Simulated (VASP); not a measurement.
AlGaN2: single point with r2SCAN

Crystal: AlGaN2.

```
Al Ga N
1.0
     3.13853    0.00000    0.00000
     0.00000    3.13853    0.00000
     0.00000    0.00000    4.33391
Al Ga N
1 1 2
Cartesian
  1.5693 1.5693 2.1670
  0.0000 0.0000 0.0000
  1.5693 0.0000 3.2016
  0.0000 1.5693 1.1323
```

| Quantity | Value |
| --- | --- |
| Program | VASP 6.6.1 |
| Task | single point |
| Functional | r2SCAN |
| Potentials or basis | VASP PAW PBE potentials, release 64 (Al, Ga_d, N) |
| Cutoff | 520 eV |
| k mesh | 8 × 8 × 6 |
| Occupations | gaussian, width 0.02 eV |
| Spin | no spin polarisation |
| Dipole correction | no |
| Further INCAR settings | ALGO = Normal; EDIFF = 1e-07; NBANDS = 21 |

```
Pressure               : 4.6 GPa
Largest force          : 0.093 eV/Å
Band gap on the k mesh : 3.56 eV, direct
```

Forces on the atoms (eV/Å):
```
Al   0.000  0.000  0.000
Ga   0.000  0.000  0.000
N    0.000  0.000 -0.093
N    0.000  0.000  0.093
```

Stress tensor (GPa, compression positive):
```
3.72 0.00 0.00
0.00 3.72 0.00
0.00 0.00 6.37
```

Levels at points of the mesh, in eV from the valence-band top:
```tsv
k point	band 9	band 10	band 11	band 12	band 13	band 14	band 15	band 16	band 17	band 18
(0.00, 0.00, 0.00)	-2.53	-2.53	-0.15	0.00	0.00	3.56	4.07	8.30	12.30	12.30
(0.50, 0.00, 0.00)	-4.53	-2.94	-2.83	-1.12	-0.75	7.89	7.96	8.70	9.24	11.52
(0.50, 0.50, 0.00)	-5.12	-2.32	-2.29	-2.29	-2.27	3.92	3.92	7.30	9.77	13.74
(0.00, 0.00, 0.50)	-2.47	-1.71	-1.71	-1.05	-1.05	5.98	6.18	8.86	10.11	12.28
(0.50, 0.00, 0.50)	-6.35	-1.10	-0.84	-0.61	-0.50	6.02	7.48	10.16	10.44	10.89
(0.50, 0.50, 0.50)	-4.47	-4.11	-3.39	-3.30	-3.30	6.99	6.99	9.92	11.79	12.41
```

It took 61 s on 1 thread of Intel(R) Xeon(R) 6975P-C (Granite Rapids) (shared host), peak memory 0.19 GiB.

Caveat: the PAW data sets were made with another functional, which shifts forces and pressure a little. A k mesh can miss the band edges.
